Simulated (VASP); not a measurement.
Here is a VASP 6.6.1 calculation.

INCAR

```
PREC = Accurate
ENCUT = 520
EDIFF = 1E-6
ISMEAR = -1
SIGMA = 0.05
LREAL = False
LASPH = True
NELM = 100
ALGO = Normal
ISIF = 2
LWAVE = False
LCHARG = True
GGA = VW
LELF = True
LVHAR = True
NBANDS = 16
```

Contents of KPOINTS:

```
regular mesh
0
Gamma
  10 10 5
```

POSCAR

```
SiC
1.0
    3.0556993646      0.0000000000      0.0000000000
   -1.5278496823      2.6463132761      0.0000000000
    0.0000000000      0.0000000000      5.0147077429
Si C
2 2
Direct
    0.6666666667      0.3333333333      0.5045934664
    0.3333333333      0.6666666667      0.0045934664
    0.6666666667      0.3333333333      0.8804065336
    0.3333333333      0.6666666667      0.3804065336
```

Potentials or basis: VASP PAW PBE potentials, release 64 (Si, C).

The run is started by

```sh
$ cat potpaw_PBE.64/Si/POTCAR potpaw_PBE.64/C/POTCAR > POTCAR
$ mpirun -np 1 vasp_std > vasp.out
```

(1) Estimate the pressure.

(2) What does it give for the band gap on the k mesh?

(3) Predict the largest force.

## Answers

(1) 1.4 GPa.

(2) 2.28 eV, indirect (least direct gap 3.93 eV).

(3) 0.003 eV/Å.

Caveat: the PAW data sets were made with another functional, which shifts forces and pressure a little.
